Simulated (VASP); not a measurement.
Input of a VASP 6.6.1 run:

File INCAR:

```
SYSTEM = MgB
PREC = Accurate
ENCUT = 520
EDIFF = 1E-6
ISMEAR = -1
SIGMA = 0.05
LREAL = .FALSE.
LASPH = .TRUE.
NELM = 100
ALGO = Normal
ISIF = 2
LWAVE = .FALSE.
LCHARG = .FALSE.
GGA = PE
NBANDS = 10
```

The input KPOINTS:

```
Automatic mesh
0
G
  9 9 9
  0 0 0
```

The input POSCAR:

```
MgB
1.0
    2.8951500000      0.0000000000      0.0000000000
    0.0000000000      2.8951500000      0.0000000000
    0.0000000000      0.0000000000      2.8951500000
Mg B
1 1
Direct
   -0.0052070000      0.0042900000     -0.0039160000
    0.5067340000      0.4856170000      0.5027170000
```

Potentials or basis: VASP PAW PBE potentials, release 64 (Mg, B).

Run with:

```bash
$ cat potpaw_PBE.64/Mg/POTCAR potpaw_PBE.64/B/POTCAR > POTCAR
$ mpirun -np 1 vasp_std > vasp.out
```

(1) What does it give for the largest force?

(2) Predict the pressure.

Answers

(1) 0.279 eV/Å.

(2) 0.1 GPa.

Caveat: the cell differs from its parent crystal (atoms moved at random).
